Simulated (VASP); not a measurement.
# NbP in VASP: a series of runs, part 2 of 2

VASP 6.6.1. Earlier steps stand in the parts before.

## 3. Single point, PBEsol (uniaxial strain along a: -1.0 %, then relaxed in part)

File INCAR:

```
SYSTEM = NbP
ALGO = Normal
EDIFF = 1E-6
ENCUT = 520
GGA = PS
ISIF = 2
ISMEAR = 0
LASPH = .True.
LCHARG = .True.
LELF = .True.
LREAL = .False.
LVHAR = .True.
LWAVE = .False.
NBANDS = 46
NELM = 80
PREC = Accurate
SIGMA = 0.1
```

File KPOINTS:

```
k-points
0
Gamma
  10 10 4
  0 0 0
```

File POSCAR:

```
NbP
1.0
    3.2870475365      0.0000000000      0.0000000000
    0.0000000000      3.3313833886      0.0000000000
    0.0000000000      0.0000000000     11.3347582787
Nb P
4 4
Direct
    0.5000000000      0.5000000000     -0.0002247525
    0.0000000000      0.5000000000      0.7502104193
    0.0000000000      0.0000000000      0.4997752475
    0.5000000000      0.0000000000      0.2502104193
    0.0000000000      0.0000000000      0.0823935214
    0.5000000000      0.0000000000      0.8328779619
    0.5000000000      0.5000000000      0.5823935214
    0.0000000000      0.5000000000      0.3328779619
```

Potentials or basis: VASP PAW PBE potentials, release 64 (Nb_sv, P).

Started as:

```
> cat potpaw_PBE.64/Nb_sv/POTCAR potpaw_PBE.64/P/POTCAR > POTCAR
> mpirun -np 1 vasp_std > vasp.out
```

OUTCAR:

```text
SYSTEM = NbP
   EDIFF = 1E-6
   ENCUT = 520
   GGA = PS
   ISIF = 2
   ISMEAR = 0
   LASPH = .True.
   LREAL = .False.
   NELM = 80
   PREC = Accurate

 ion  position               nearest neighbor table
   1  0.500  0.500  1.000-   5 2.52   5 2.52   5 2.52   5 2.52   6 2.52   6 2.52
   2  0.000  0.500  0.750-   7 2.51   7 2.51   6 2.52   6 2.52   6 2.52   6 2.52
   3  0.000  0.000  0.500-   7 2.52   7 2.52   7 2.52   7 2.52   8 2.52   8 2.52
   4  0.500  0.000  0.250-   5 2.51   5 2.51   8 2.52   8 2.52   8 2.52   8 2.52
   5  0.000  0.000  0.082-   4 2.51   4 2.51   1 2.52   1 2.52   1 2.52   1 2.52
   6  0.500  0.000  0.833-   1 2.52   1 2.52   2 2.52   2 2.52   2 2.52   2 2.52
   7  0.500  0.500  0.582-   2 2.51   2 2.51   3 2.52   3 2.52   3 2.52   3 2.52
   8  0.000  0.500  0.333-   3 2.52   3 2.52   4 2.52   4 2.52   4 2.52   4 2.52

  LATTYP: Found a simple orthorhombic cell.
 ALAT       =     3.2870475365
 B/A-ratio  =     1.0134880471
 C/A-ratio  =     3.4483098138

  Lattice vectors:

 A1 = (   3.2870475365,   0.0000000000,   0.0000000000)
 A2 = (   0.0000000000,   3.3313833886,   0.0000000000)
 A3 = (   0.0000000000,   0.0000000000,  11.3347582787)

Analysis of symmetry for initial positions (statically):
[... 211 lines left out ...]
      2     -43.7635      2.00000
      3     -43.7493      2.00000
      4     -43.7329      2.00000
      5     -20.1265      2.00000
      6     -19.9161      2.00000
[... 1165 lines left out ...]
     45      15.1132      0.00000
     46      15.2407      0.00000

 [... further k-points ...]

------------------------ aborting loop because EDIFF is reached ----------------------------------------

  FORCE on cell =-STRESS in cart. coord.  units (eV):
  Direction    XX          YY          ZZ          XY          YZ          ZX
  --------------------------------------------------------------------------------------
  -------------------------------------------------------------------------------------
  Total        1.6339231     -0.1804244     -0.1808269      0.0000000      0.0000000      0.0000000
  in kB       21.0911055     -2.3289657     -2.3341611      0.0000000      0.0000000      0.0000000
  external PRESSURE =       5.4759929 kB  Pullay stress =       0.0000000 kB

 VOLUME and BASIS-vectors are now :
 -----------------------------------------------------------------------------
  energy-cutoff  :      520.00
  volume of cell :      124.12
      direct lattice vectors                 reciprocal lattice vectors
     3.287047536  0.000000000  0.000000000     0.304224380  0.000000000  0.000000000
     0.000000000  3.331383389  0.000000000     0.000000000  0.300175598  0.000000000
     0.000000000  0.000000000 11.334758279     0.000000000  0.000000000  0.088224202

 POSITION                                       TOTAL-FORCE (eV/Angst)
 -----------------------------------------------------------------------------------
      1.64352      1.66569     11.33221         0.000000     -0.000000     -0.001942
      0.00000      1.66569      8.50345        -0.000000      0.000000     -0.001977
      0.00000      0.00000      5.66483        -0.000000      0.000000     -0.001942
      1.64352      0.00000      2.83607         0.000000      0.000000     -0.001977
      0.00000      0.00000      0.93391        -0.000000      0.000000      0.002231
      1.64352      0.00000      9.44047        -0.000000      0.000000      0.001688
      1.64352      1.66569      6.60129        -0.000000      0.000000      0.002231
      0.00000      1.66569      3.77309        -0.000000      0.000000      0.001688
 -----------------------------------------------------------------------------------
    total drift:                                0.000000      0.000000      0.000008

  FREE ENERGIE OF THE ION-ELECTRON SYSTEM (eV)
  ---------------------------------------------------
  free  energy   TOTEN  =       -75.6585754680 eV

  energy  without entropy=      -75.6503934081  energy(sigma->0) =      -75.65448444
```

OSZICAR:

```text
N       E                     dE             d eps       ncg     rms          rms(c)
DAV:   1     0.783009287738E+03    0.78301E+03   -0.37747E+04  9936   0.157E+03
DAV:   2    -0.102408581680E+02   -0.79325E+03   -0.77532E+03 12164   0.605E+02
DAV:   3    -0.756508628804E+02   -0.65410E+02   -0.64437E+02 16592   0.132E+02
DAV:   4    -0.800580475286E+02   -0.44072E+01   -0.43859E+01 16672   0.298E+01
DAV:   5    -0.802811017279E+02   -0.22305E+00   -0.22270E+00 16310   0.733E+00    0.192E+01
DAV:   6    -0.756593513516E+02    0.46218E+01   -0.20878E+01 14696   0.222E+01    0.711E+00
DAV:   7    -0.756673931137E+02   -0.80418E-02   -0.15896E+00 15664   0.481E+00    0.392E+00
DAV:   8    -0.756574699145E+02    0.99232E-02   -0.15598E-01 14886   0.201E+00    0.779E-01
DAV:   9    -0.756587658746E+02   -0.12960E-02   -0.24658E-02 15968   0.101E+00    0.458E-01
DAV:  10    -0.756585340649E+02    0.23181E-03   -0.96969E-03 15576   0.707E-01    0.274E-01
DAV:  11    -0.756586080099E+02   -0.73945E-04   -0.36800E-03 14896   0.463E-01    0.675E-02
DAV:  12    -0.756585799745E+02    0.28035E-04   -0.27669E-04 15498   0.110E-01    0.343E-02
DAV:  13    -0.756585803163E+02   -0.34183E-06   -0.16574E-05 17232   0.229E-02    0.201E-02
DAV:  14    -0.756585765563E+02    0.37600E-05   -0.50053E-06 11838   0.155E-02    0.942E-03
DAV:  15    -0.756585755139E+02    0.10424E-05   -0.18108E-06  8192   0.814E-03    0.241E-03
DAV:  16    -0.756585754680E+02    0.45853E-07   -0.63535E-07  7380   0.655E-03
   1 F= -.75658575E+02 E0= -.75654484E+02  d E =-.818206E-02
```

It took 9.8 min on 1 thread of Intel Xeon Platinum 8259CL at 2.50GHz (Skylake/Cascade Lake), shared host; peak memory 0.53 GiB.

What came out:

| Property | Result |
| --- | --- |
| Free energy | -75.6586 eV |
| Pressure | 0.5 GPa |
| Band gap on the k mesh | zero (band 36 reaches 11.09 eV, above the bottom of band 37 at 10.91 eV) |

Forces on the atoms (eV/Å):
```
Nb   0.000  0.000 -0.002
Nb   0.000  0.000 -0.002
Nb   0.000  0.000 -0.002
Nb   0.000  0.000 -0.002
P    0.000  0.000  0.002
P    0.000  0.000  0.002
P    0.000  0.000  0.002
P    0.000  0.000  0.002
```

Stress tensor (GPa, compression positive):
```
 2.11  0.00  0.00
 0.00 -0.23  0.00
 0.00  0.00 -0.23
```

Levels at points of the mesh, in eV from the Fermi level:
```
           k point  band 34  band 35  band 36  band 37  band 38  band 39
(0.00, 0.00, 0.00)    -1.25    -0.55    -0.34     0.87     1.25     1.26
(0.50, 0.00, 0.00)    -1.55    -0.10    -0.10    -0.01    -0.01     1.53
(0.00, 0.50, 0.00)    -1.56    -0.04    -0.04    -0.01    -0.01     1.62
(0.50, 0.50, 0.00)    -0.45    -0.42    -0.42     3.06     3.06     3.18
(0.00, 0.00, 0.50)    -0.96    -0.76    -0.76     0.98     0.98     1.56
(0.50, 0.00, 0.50)    -1.60    -0.07    -0.07     0.03     0.03     1.32
(0.00, 0.50, 0.50)    -1.60    -0.12    -0.12     0.11     0.11     1.42
(0.50, 0.50, 0.50)    -0.43    -0.39    -0.39     3.07     3.07     3.16
```

Caveat: the cell differs from its parent crystal (uniaxial strain along a: -1.0 %, then relaxed in part); the PAW data sets were made with another functional, which shifts forces and pressure a little.

## 4. Single point, PBEsol (uniaxial strain along a: +1.0 %, then relaxed in part)

File INCAR:

```
PREC = Accurate
ENCUT = 520
EDIFF = 1E-7
ISMEAR = 0
SIGMA = 0.1
LREAL = False
LASPH = True
NELM = 80
ALGO = Normal
ISIF = 2
LWAVE = False
LCHARG = False
GGA = PS
NBANDS = 46
```

File KPOINTS:

```
regular mesh
0
Gamma
  10 10 4
```

File POSCAR:

```
NbP
1.0
    3.3534525373      0.0000000000      0.0000000000
    0.0000000000      3.3071197625      0.0000000000
    0.0000000000      0.0000000000     11.2622570679
Nb P
4 4
Direct
    0.5000000000      0.5000000000      0.0005063826
    0.0000000000      0.5000000000      0.7500684570
    0.0000000000      0.0000000000      0.5005063826
    0.5000000000      0.0000000000      0.2500684570
    0.0000000000      0.0000000000      0.0825997529
    0.5000000000      0.0000000000      0.8320825575
    0.5000000000      0.5000000000      0.5825997529
    0.0000000000      0.5000000000      0.3320825575
```

Potentials or basis: VASP PAW PBE potentials, release 64 (Nb_sv, P).

Started as:

```
> cat potpaw_PBE.64/Nb_sv/POTCAR potpaw_PBE.64/P/POTCAR > POTCAR
> mpirun -np 1 vasp_std > vasp.out
```

OUTCAR:

```text
PREC = Accurate
   ENCUT = 520
   EDIFF = 1E-7
   ISMEAR = 0
   LREAL = False
   LASPH = True
   NELM = 80
   ISIF = 2
   GGA = PS

 ion  position               nearest neighbor table
   1  0.500  0.500  0.001-   6 2.52   6 2.52   5 2.53   5 2.53   5 2.53   5 2.53
   2  0.000  0.500  0.750-   7 2.52   7 2.52   6 2.53   6 2.53   6 2.53   6 2.53
   3  0.000  0.000  0.501-   8 2.52   8 2.52   7 2.53   7 2.53   7 2.53   7 2.53
   4  0.500  0.000  0.250-   5 2.52   5 2.52   8 2.53   8 2.53   8 2.53   8 2.53
[... 1410 lines left out ...]
  Total       -2.0398307     -0.1820207     -0.1649762      0.0000000      0.0000000      0.0000000
  in kB      -26.1659901     -2.3348758     -2.1162378      0.0000000      0.0000000      0.0000000
  external PRESSURE =     -10.2057012 kB  Pullay stress =       0.0000000 kB

 VOLUME and BASIS-vectors are now :
 -----------------------------------------------------------------------------
  energy-cutoff  :      520.00
  volume of cell :      124.90
      direct lattice vectors                 reciprocal lattice vectors
     3.353452537  0.000000000  0.000000000     0.298200135  0.000000000  0.000000000
     0.000000000  3.307119763  0.000000000     0.000000000  0.302377922  0.000000000
     0.000000000  0.000000000 11.262257068     0.000000000  0.000000000  0.088792148

 POSITION                                       TOTAL-FORCE (eV/Angst)
 -----------------------------------------------------------------------------------
      1.67673      1.65356      0.00570         0.000000      0.000000      0.000668
      0.00000      1.65356      8.44746         0.000000     -0.000000      0.000624
      0.00000      0.00000      5.63683         0.000000      0.000000      0.000668
      1.67673      0.00000      2.81634        -0.000000     -0.000000      0.000624
      0.00000      0.00000      0.93026         0.000000      0.000000     -0.001259
      1.67673      0.00000      9.37113         0.000000      0.000000     -0.000032
      1.67673      1.65356      6.56139        -0.000000     -0.000000     -0.001259
      0.00000      1.65356      3.74000         0.000000      0.000000     -0.000032
 -----------------------------------------------------------------------------------
    total drift:                                0.000000      0.000000     -0.000088

  FREE ENERGIE OF THE ION-ELECTRON SYSTEM (eV)
  ---------------------------------------------------
  free  energy   TOTEN  =       -75.6571789536 eV

  energy  without entropy=      -75.6480677647  energy(sigma->0) =      -75.65262336
```

Run time: 12 min. Hardware: 1 thread of Intel Xeon Platinum 8259CL at 2.50GHz (Skylake/Cascade Lake), shared host; peak memory 0.56 GiB.

What came out:

```
Free energy            : -75.6572 eV
Pressure               : -1.0 GPa
Band gap on the k mesh : zero (band 36 reaches 10.96 eV, above the bottom of band 37 at 10.87 eV)
```

Caveat: the cell differs from its parent crystal (uniaxial strain along a: +1.0 %, then relaxed in part); the PAW data sets were made with another functional, which shifts forces and pressure a little.

## 5. Single point, PBEsol

This run uses another cell than the first one: it holds 4 atoms, not 8.

File INCAR:

```
SYSTEM = NbP
PREC = Accurate ; ENCUT = 520
EDIFF = 1E-6 ; ISMEAR = 0
SIGMA = 0.1 ; LREAL = .FALSE.
LASPH = .TRUE. ; NELM = 80
ALGO = Normal ; ISIF = 2
LWAVE = .FALSE. ; LCHARG = .FALSE.
GGA = PS ; NBANDS = 26
```

File KPOINTS:

```
regular mesh
0
G
  18 18 18
  0 0 0
```

File POSCAR:

```
NbP
1.0
   -1.6601250185      1.6601250185      5.6451939413
    1.6601250185     -1.6601250185      5.6451939413
    1.6601250185      1.6601250185     -5.6451939413
Nb P
2 2
Direct
    0.7501874490      0.7501874490      0.0000000000
    0.5001874490      1.0001874490      0.5000000000
    0.3324411260      0.3324411260      0.0000000000
    0.0824411260      0.5824411260      0.5000000000
```

Potentials or basis: VASP PAW PBE potentials, release 64 (Nb_sv, P).

Started as:

```
> cat potpaw_PBE.64/Nb_sv/POTCAR potpaw_PBE.64/P/POTCAR > POTCAR
> mpirun -np 1 vasp_std > vasp.out
```

OUTCAR:

```text
SYSTEM = NbP
   PREC = Accurate
   ENCUT = 520
   EDIFF = 1E-6
   ISMEAR = 0
   LREAL = .FALSE.
   LASPH = .TRUE.
   NELM = 80
   ISIF = 2
   GGA = PS

 ion  position               nearest neighbor table
   1  0.750  0.750  0.000-   4 2.52   4 2.52   3 2.52   3 2.52   3 2.52   3 2.52
   2  0.500  0.000  0.500-   3 2.52   3 2.52   4 2.52   4 2.52   4 2.52   4 2.52
   3  0.332  0.332  0.000-   2 2.52   2 2.52   1 2.52   1 2.52   1 2.52   1 2.52
   4  0.082  0.582  0.500-   1 2.52   1 2.52   2 2.52   2 2.52   2 2.52   2 2.52

  LATTYP: Found a body centered tetragonal cell.
 ALAT       =     3.3202500370
 C/A-ratio  =     3.4004631449

  Lattice vectors:

 A1 = (  -1.6601250185,   1.6601250185,   5.6451939413)
 A2 = (   1.6601250185,  -1.6601250185,   5.6451939413)
 A3 = (   1.6601250185,   1.6601250185,  -5.6451939413)

Analysis of symmetry for initial positions (statically):
=====================================================================
 Subroutine PRICEL returns:
 Original cell was already a primitive cell.

 Routine SETGRP: Setting up the symmetry group for a
 body centered tetragonal supercell.
[... 173 lines left out ...]

 E-fermi :  10.9181     XC(G=0): -12.2681

 val. band max:       10.9153174788   @ k =  -0.0556   0.5000   0.0556
 cond. band min:      10.9272405315   @ k =  -0.2222   0.2778   0.2222
 fundamental gap:      0.0119230527
 Fermi energy:        10.9180866552

 k-point     1 :       0.0000    0.0000    0.0000
  band No.  band energies     occupation
      1     -43.8203      2.00000
      2     -43.7746      2.00000
      3     -20.1646      2.00000
      4     -19.9263      2.00000
      5     -19.9263      2.00000
      6     -19.7709      2.00000
[... 685 lines left out ...]
     25      15.9202      0.00000
     26      16.7081      0.00000

 [... further k-points ...]

------------------------ aborting loop because EDIFF is reached ----------------------------------------

  FORCE on cell =-STRESS in cart. coord.  units (eV):
  Direction    XX          YY          ZZ          XY          YZ          ZX
  --------------------------------------------------------------------------------------
  -------------------------------------------------------------------------------------
  Total       -0.0906291     -0.0906291     -0.1049198      0.0000000      0.0000000      0.0000000
  in kB       -2.3332315     -2.3332315     -2.7011422      0.0000000      0.0000000      0.0000000
  external PRESSURE =      -2.4558684 kB  Pullay stress =       0.0000000 kB

 VOLUME and BASIS-vectors are now :
 -----------------------------------------------------------------------------
  energy-cutoff  :      520.00
  volume of cell :       62.23
      direct lattice vectors                 reciprocal lattice vectors
    -1.660125019  1.660125019  5.645193941     0.000000000  0.301182137  0.088570916
     1.660125019 -1.660125019  5.645193941     0.301182137  0.000000000  0.088570916
     1.660125019  1.660125019 -5.645193941     0.301182137  0.301182137  0.000000000

 POSITION                                       TOTAL-FORCE (eV/Angst)
 -----------------------------------------------------------------------------------
      0.00000      0.00000      8.46991         0.000000      0.000000     -0.002790
      0.00000      1.66013      0.00212        -0.000000     -0.000000     -0.002790
      0.00000      0.00000      3.75339        -0.000000     -0.000000      0.002790
      1.66013      0.00000      0.93079        -0.000000     -0.000000      0.002790
 -----------------------------------------------------------------------------------
    total drift:                                0.000000      0.000000     -0.000260

  FREE ENERGIE OF THE ION-ELECTRON SYSTEM (eV)
  ---------------------------------------------------
  free  energy   TOTEN  =       -37.8412563331 eV

  energy  without entropy=      -37.8391654577  energy(sigma->0) =      -37.84021090
```

OSZICAR:

```text
N       E                     dE             d eps       ncg     rms          rms(c)
DAV:   1     0.351432120092E+03    0.35143E+03   -0.19138E+04 24976   0.139E+03
DAV:   2    -0.102935280508E+02   -0.36173E+03   -0.35121E+03 29664   0.510E+02
DAV:   3    -0.385328080200E+02   -0.28239E+02   -0.27738E+02 46544   0.106E+02
DAV:   4    -0.400867810430E+02   -0.15540E+01   -0.15463E+01 36880   0.205E+01
DAV:   5    -0.401547368231E+02   -0.67956E-01   -0.67892E-01 43760   0.472E+00    0.135E+01
DAV:   6    -0.378556261090E+02    0.22991E+01   -0.77603E+00 38390   0.197E+01    0.484E+00
DAV:   7    -0.378504479519E+02    0.51782E-02   -0.62993E-01 38772   0.426E+00    0.299E+00
DAV:   8    -0.378409018735E+02    0.95461E-02   -0.78443E-02 36682   0.183E+00    0.449E-01
DAV:   9    -0.378410773391E+02   -0.17547E-03   -0.75234E-03 41566   0.523E-01    0.320E-01
DAV:  10    -0.378412849008E+02   -0.20756E-03   -0.19487E-03 29568   0.412E-01    0.596E-02
DAV:  11    -0.378412600799E+02    0.24821E-04   -0.12586E-04 38020   0.970E-02    0.223E-02
DAV:  12    -0.378412565458E+02    0.35341E-05   -0.93059E-06 36166   0.324E-02    0.681E-03
DAV:  13    -0.378412563331E+02    0.21276E-06   -0.52699E-07 19424   0.855E-03
   1 F= -.37841256E+02 E0= -.37840211E+02  d E =-.209088E-02
```

Wall time 23 min (1 thread of AMD EPYC 7R13 (Zen 3), shared host); peak memory 0.78 GiB.

Results:

```yaml
Free_energy: -37.8413 eV
Pressure: -0.2 GPa
Band_gap_on_the_k_mesh: zero (band 18 reaches 10.99 eV, above the bottom of band 19 at 10.90 eV)
```

Forces in eV/Å, atoms in the order of the input:
```
Nb   0.000  0.000 -0.003
Nb   0.000  0.000 -0.003
P    0.000  0.000  0.003
P    0.000  0.000  0.003
```

Levels at points of the mesh, in eV from the Fermi level:
| k point | band 15 | band 16 | band 17 | band 18 | band 19 | band 20 | band 21 | band 22 |
| --- | --- | --- | --- | --- | --- | --- | --- | --- |
| (0.00, 0.00, 0.00) | -2.23 | -1.76 | -1.37 | -1.37 | 0.82 | 1.66 | 2.79 | 3.26 |
| (0.50, 0.00, 0.00) | -2.39 | -1.87 | -1.57 | -0.07 | 0.05 | 1.36 | 2.58 | 2.74 |
| (0.50, 0.50, 0.00) | -2.85 | -2.85 | -0.45 | -0.45 | 3.09 | 3.09 | 3.22 | 3.22 |
| (0.50, 0.50, 0.50) | -2.78 | -2.78 | -0.49 | -0.49 | 1.21 | 1.21 | 2.44 | 2.44 |

Caveat: the PAW data sets were made with another functional, which shifts forces and pressure a little.

## 6. Summary

| cell | k mesh | gap on the mesh (eV) | pressure (GPa) |
| --- | --- | --- | --- |
| a = 3.254, b = 3.344, c = 11.370 Å, 8 atoms | 10 × 10 × 4 | none | 1.4 |
| a = 3.287, b = 3.331, c = 11.335 Å, 8 atoms | 10 × 10 × 4 | none | 0.5 |
| a = 3.353, b = 3.307, c = 11.262 Å, 8 atoms | 10 × 10 × 4 | none | -1.0 |
| a = 6.114 Å, angles 148.5, 148.5, 45.2°, 4 atoms | 18 × 18 × 18 | none | -0.2 |

Alike in all rows: task single point; level PBEsol; potentials or basis VASP PAW PBE potentials, release 64 (Nb_sv, P); no spin polarisation; cutoff (eV) 520; smearing gaussian 0.1 eV.

Caveats: the PAW data sets were made with another functional, which shifts forces and pressure a little.

Absolute energies hang on the potentials; compare differences alone.
